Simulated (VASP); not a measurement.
# CsBr (Pm-3m) in VASP: notebook

Runs on CsBr. Level: PBE. Tasks: single point.

Program: VASP 6.6.1. These are calculated values, not measurements. Logs are shortened: lines on timing, memory, paths and dates and some standing lists are left out, and cuts for length are marked.

### 1 The cell of the first run

It takes space group Pm-3m (No. 221, cubic). The conventional cell has a = 4.213 Å, b = 4.213 Å, c = 4.213 Å, α = 90.00°, β = 90.00°, γ = 90.00°. Within 4.8 Å of Cs (site symmetry m-3m) lie 8 Br at 3.65 Å and 6 Cs at 4.21 Å. Within 4.8 Å of Br (site symmetry m-3m) lie 8 Cs at 3.65 Å and 6 Br at 4.21 Å.

### 2 Single point, PBE (volume scaled by 0.95)

INCAR reads:

```
PREC = Accurate ; ENCUT = 500
EDIFF = 1E-6 ; ISMEAR = -1
SIGMA = 0.03 ; LREAL = False
LASPH = True ; NELM = 120
ALGO = Normal ; ISIF = 2
LWAVE = False ; LCHARG = False
GGA = PE ; NBANDS = 15
GGA_COMPAT = False
```

KPOINTS reads:

```
Automatic mesh
0
Gamma
  6 6 6
```

POSCAR reads:

```
CsBr
1.0
    4.2133418957      0.0000000000      0.0000000000
    0.0000000000      4.2133418957      0.0000000000
    0.0000000000      0.0000000000      4.2133418957
Cs Br
1 1
Direct
    0.0000000000      0.0000000000      0.0000000000
    0.5000000000      0.5000000000      0.5000000000
```

Potentials or basis: VASP PAW PBE potentials, release 64 (Cs_sv, Br).

On the command line:

```bash
$ cat potpaw_PBE.64/Cs_sv/POTCAR potpaw_PBE.64/Br/POTCAR > POTCAR
$ mpirun -np 1 vasp_std > vasp.out
```

OUTCAR:

```text
PREC = Accurate
   ENCUT = 500
   EDIFF = 1E-6
   ISMEAR = -1
   LREAL = False
   LASPH = True
   NELM = 120
   ISIF = 2
   GGA = PE

 ion  position               nearest neighbor table
   1  0.000  0.000  0.000-
   2  0.500  0.500  0.500-

  LATTYP: Found a simple cubic cell.
 ALAT       =     4.2133418957

  Lattice vectors:

 A1 = (   4.2133418957,   0.0000000000,   0.0000000000)
 A2 = (   0.0000000000,   4.2133418957,   0.0000000000)
 A3 = (   0.0000000000,   0.0000000000,   4.2133418957)

Analysis of symmetry for initial positions (statically):
=====================================================================
 Subroutine PRICEL returns:
 Original cell was already a primitive cell.

 Routine SETGRP: Setting up the symmetry group for a
 simple cubic supercell.

 Subroutine GETGRP returns: Found 48 space group operations
 (whereof 48 operations were pure point group operations)
 out of a pool of 48 trial point group operations.

The static configuration has the point symmetry O_h .

Analysis of symmetry for dynamics (positions and initial velocities):
=====================================================================
 Subroutine PRICEL returns:
 Original cell was already a primitive cell.

 Routine SETGRP: Setting up the symmetry group for a
 simple cubic supercell.

 Subroutine GETGRP returns: Found 48 space group operations
 (whereof 48 operations were pure point group operations)
 out of a pool of 48 trial point group operations.

The dynamic configuration has the point symmetry O_h .

 Subroutine INISYM returns: Found 48 space group operations
 (whereof 48 operations are pure point group operations),
 and found     1 'primitive' translations

----------------------------------------------------------------------------------------

                                     Primitive cell

  volume of cell :      74.7963

  direct lattice vectors                    reciprocal lattice vectors
     4.213341896  0.000000000  0.000000000     0.237341290  0.000000000  0.000000000
     0.000000000  4.213341896  0.000000000     0.000000000  0.237341290  0.000000000
     0.000000000  0.000000000  4.213341896     0.000000000  0.000000000  0.237341290

  length of vectors
     4.213341896  4.213341896  4.213341896     0.237341290  0.237341290  0.237341290

  position of ions in fractional coordinates (direct lattice)
     0.000000000  0.000000000  0.000000000
     0.500000000  0.500000000  0.500000000

  ion indices of the primitive-cell ions
   primitive index   ion index
                 1           1
                 2           2

----------------------------------------------------------------------------------------

 KPOINTS: Automatic mesh

Automatic generation of k-mesh.
 Grid dimensions read from file:
 generate k-points for:    6    6    6

 Generating k-lattice:

  Cartesian coordinates                     Fractional coordinates (reciprocal lattice)
     0.039556882  0.000000000  0.000000000     0.166666667  0.000000000  0.000000000
     0.000000000  0.039556882  0.000000000     0.000000000  0.166666667  0.000000000
     0.000000000  0.000000000  0.039556882     0.000000000  0.000000000  0.166666667

  Length of vectors
     0.039556882  0.039556882  0.039556882

  Shift w.r.t. Gamma in fractional coordinates (k-lattice)
     0.000000000  0.000000000  0.000000000

 Subroutine IBZKPT returns following result:
 ===========================================

 Found     20 irreducible k-points:

 Following reciprocal coordinates:
            Coordinates               Weight
  0.000000  0.000000  0.000000      1.000000
  0.166667  0.000000  0.000000      6.000000
  0.333333  0.000000  0.000000      6.000000
  0.500000  0.000000  0.000000      3.000000
  0.166667  0.166667  0.000000     12.000000
  0.333333  0.166667  0.000000     24.000000
[... 12 lines left out ...]
  0.500000  0.500000  0.333333      6.000000
  0.500000  0.500000  0.500000      1.000000
   k-points           NKPTS =     20   k-points in BZ     NKDIM =     20   number of bands    NBANDS=     15
   number of dos      NEDOS =    301   number of ions     NIONS =      2
   total plane-waves  NPLWV =  32768
   dimension x,y,z NGX =    32 NGY =   32 NGZ =   32
   dimension x,y,z NGXF=    64 NGYF=   64 NGZF=   64
   ions per type =               1   1
   NGX,Y,Z   is equivalent  to a cutoff of  12.63, 12.63, 12.63 a.u.
   NGXF,Y,Z  is equivalent  to a cutoff of  25.25, 25.25, 25.25 a.u.
 SYSTEM =  unknown system
   PREC   = accura    normal or accurate (medium, high low for compatibility)
   ISTART =      0    job   : 0-new  1-cont  2-samecut
   ICHARG =      2    charge: 1-file 2-atom 10-const
   ISPIN  =      1    spin polarized calculation?
   LNONCOLLINEAR =      F non collinear calculations
   LSORBIT =      F    spin-orbit coupling
   LASPH  =      T    aspherical Exc in radial PAW
   ENCUT  =  500.0 eV  36.75 Ry    6.06 a.u.   7.68  7.68  7.68*2*pi/ulx,y,z
   NELM   =    120;   NELMIN=  2; NELMDL= -5     # of ELM steps
   EDIFF  = 0.1E-05   stopping-criterion for ELM
   LREAL  =      F    real-space projection
   EDIFFG = 0.1E-04   stopping-criterion for IOM
   NSW    =      0    number of steps for IOM
   IBRION =     -1    ionic relax: 0-MD 1-quasi-New 2-CG
   NFREE  =      0    steps in history (QN), initial steepest desc. (CG)
   ISIF   =      2    stress and relaxation
   ISYM   =      2    0-nonsym 1-usesym 2-fastsym
   POTIM  = 0.5000    time-step for ionic-motion
   TEBEG  =    0.0;   TEEND  =   0.0 temperature during run
   PSTRESS=    0.0 pullay stress
   NELECT =      16.0000    total number of electrons
   NUPDOWN=      -1.0000    fix difference up-down
   EMIN   =  10.00;   EMAX   =-10.00  energy-range for DOS
   EFERMI =   0.00;   METHOD = LEGACY
   ISMEAR =    -1;   SIGMA  =   0.03  broadening in eV -4-tet -1-fermi 0-gaus
   EFERMI_NEDOS =   21; number of points for ismear=-14 and -15
   IALGO  =     38    algorithm
   IMIX   =      4    mixing-type and parameters
     AMIX     =   0.40;   BMIX     =  1.00
     AMIX_MAG =   1.60;   BMIX_MAG =  1.00
  volume/ion in A,a.u.               =      37.40       252.38
  Fermi-wavevector in a.u.,A,eV,Ry     =   0.979087  1.850207 13.042710  0.958612
  Thomas-Fermi vector in A             =   2.109913
   LORBIT       =      0    0 simple, 1 ext, 2 COOP (PROOUT), +10 PAW based schemes
   GGA     = PE    functional components
   LHFCALC =     F    Hartree Fock is set to
   AEXX    =    0.0000 exact exchange contribution
   IVDW    =     0    specifies the selected vdW correction
   LEPSILON=     F    determine dielectric tensor
   LRPA    =     F    only Hartree local field effects (RPA)
 non-spin polarized calculation
  energy-cutoff  :      500.00
  volume of cell :       74.80
 maximum number of plane-waves:      1935
 NGX is ok and might be reduce to    32
   NGX = 15   NGY = 15   NGZ = 15

 number of electron      15.9999997 magnetization

 Free energy of the ion-electron system (eV)
  ---------------------------------------------------
  ext. energy  EPLUGINS =         0.00000000
  ---------------------------------------------------
  free energy    TOTEN  =        -5.96518998 eV

  energy without entropy =       -5.96518998  energy(sigma->0) =       -5.96518998

 E-fermi :   0.6037     XC(G=0):  -8.3053

 val. band max:       -0.0187411927   @ k =   0.0000   0.0000   0.0000
 cond. band min:       4.6970146133   @ k =   0.0000   0.0000   0.0000
 fundamental gap:      4.7157558060
 Fermi energy:         0.6036951380

 k-point     1 :       0.0000    0.0000    0.0000
  band No.  band energies     occupation
      1     -19.7436      2.00000
      2     -12.4665      2.00000
      3      -6.3132      2.00000
      4      -6.3132      2.00000
      5      -6.3132      2.00000
      6      -0.0187      2.00000
      7      -0.0187      2.00000
      8      -0.0187      2.00000
      9       4.6970      0.00000
     10       4.8219      0.00000
     11       4.8219      0.00000
     12       9.2536      0.00000
     13       9.2536      0.00000
     14       9.2536      0.00000
     15      12.2554      0.00000

 k-point     2 :       0.1667    0.0000    0.0000
  band No.  band energies     occupation
      1     -19.7269      2.00000
      2     -12.4737      2.00000
      3      -6.4297      2.00000
      4      -6.2816      2.00000
      5      -6.2816      2.00000
      6      -0.4698      2.00000
      7      -0.0818      2.00000
      8      -0.0818      2.00000
      9       5.0092      0.00000
     10       5.3886      0.00000
     11       5.4840      0.00000
     12       9.1070      0.00000
     13       9.1070      0.00000
     14       9.4061      0.00000
     15      10.8041      0.00000

 k-point     3 :       0.3333    0.0000    0.0000
  band No.  band energies     occupation
      1     -19.6930      2.00000
      2     -12.4907      2.00000
      3      -6.6362      2.00000
      4      -6.2164      2.00000
      5      -6.2164      2.00000
      6      -1.1739      2.00000
      7      -0.2125      2.00000
      8      -0.2125      2.00000
      9       5.5089      0.00000
     10       6.7608      0.00000
     11       7.0212      0.00000
     12       9.0096      0.00000
     13       9.0096      0.00000
     14       9.0987      0.00000
     15       9.7861      0.00000

 k-point     4 :       0.5000    0.0000    0.0000
  band No.  band energies     occupation
      1     -19.6758      2.00000
      2     -12.5005      2.00000
      3      -6.7277      2.00000
      4      -6.1828      2.00000
      5      -6.1828      2.00000
      6      -1.4696      2.00000
      7      -0.2801      2.00000
      8      -0.2801      2.00000
      9       5.9013      0.00000
     10       7.5317      0.00000
     11       8.0422      0.00000
     12       8.2874      0.00000
     13       9.0690      0.00000
     14       9.0690      0.00000
     15      10.0424      0.00000
[... 235 lines left out ...]
 k-point    18 :       0.5000    0.3333    0.3333
  band No.  band energies     occupation
      1     -19.5932      2.00000
      2     -12.3139      2.00000
      3      -6.8543      2.00000
      4      -6.7035      2.00000
      5      -6.6341      2.00000
      6      -1.1126      2.00000
      7      -1.0639      2.00000
      8      -0.7705      2.00000
      9       7.0806      0.00000
     10       7.2825      0.00000
     11       8.0672      0.00000
     12       8.3521      0.00000
     13       9.1250      0.00000
     14       9.9453      0.00000
     15      11.8554      0.00000

 k-point    19 :       0.5000    0.5000    0.3333
  band No.  band energies     occupation
      1     -19.5796      2.00000
      2     -12.2866      2.00000
      3      -6.8311      2.00000
      4      -6.8311      2.00000
      5      -6.6165      2.00000
      6      -1.1648      2.00000
      7      -1.1648      2.00000
      8      -1.0756      2.00000
      9       7.7378      0.00000
     10       7.8308      0.00000
     11       7.9824      0.00000
     12       7.9824      0.00000
     13      10.1733      0.00000
     14      10.1733      0.00000
     15      11.6039      0.00000

 k-point    20 :       0.5000    0.5000    0.5000
  band No.  band energies     occupation
      1     -19.5662      2.00000
      2     -12.2630      2.00000
      3      -6.7706      2.00000
      4      -6.7706      2.00000
      5      -6.7706      2.00000
      6      -1.3425      2.00000
      7      -1.3425      2.00000
      8      -1.3425      2.00000
      9       8.5453      0.00000
     10       8.5453      0.00000
     11       8.5453      0.00000
     12       9.4126      0.00000
     13       9.4126      0.00000
     14       9.4126      0.00000
     15      11.6609      0.00000

------------------------ aborting loop because EDIFF is reached ----------------------------------------

  FORCE on cell =-STRESS in cart. coord.  units (eV):
  Direction    XX          YY          ZZ          XY          YZ          ZX
  --------------------------------------------------------------------------------------
  -------------------------------------------------------------------------------------
  Total        0.9890061      0.9890061      0.9890061     -0.0000000      0.0000000      0.0000000
  in kB       21.1850483     21.1850483     21.1850483     -0.0000000      0.0000000      0.0000000
  external PRESSURE =      21.1850483 kB  Pullay stress =       0.0000000 kB

 VOLUME and BASIS-vectors are now :
 -----------------------------------------------------------------------------
  energy-cutoff  :      500.00
  volume of cell :       74.80
      direct lattice vectors                 reciprocal lattice vectors
     4.213341896  0.000000000  0.000000000     0.237341290  0.000000000  0.000000000
     0.000000000  4.213341896  0.000000000     0.000000000  0.237341290  0.000000000
     0.000000000  0.000000000  4.213341896     0.000000000  0.000000000  0.237341290

 POSITION                                       TOTAL-FORCE (eV/Angst)
 -----------------------------------------------------------------------------------
      0.00000      0.00000      0.00000         0.000000      0.000000      0.000000
      2.10667      2.10667      2.10667         0.000000      0.000000      0.000000
 -----------------------------------------------------------------------------------
    total drift:                                0.000000      0.000000     -0.000000

  FREE ENERGIE OF THE ION-ELECTRON SYSTEM (eV)
  ---------------------------------------------------
  free  energy   TOTEN  =        -5.9651899837 eV

  energy  without entropy=       -5.9651899837  energy(sigma->0) =       -5.96518998
```

Wall time 14 s (1 thread of Intel Xeon 6975P-C (Granite Rapids), shared host); peak memory 0.18 GiB.

Results:

* Free energy: -5.9652 eV
* Pressure: 2.1 GPa
* Band gap on the k mesh: 4.72 eV, direct

Caveat: spin-orbit coupling is left out, which moves the levels of the heavy elements.

(Continued in part 2 of 2.)
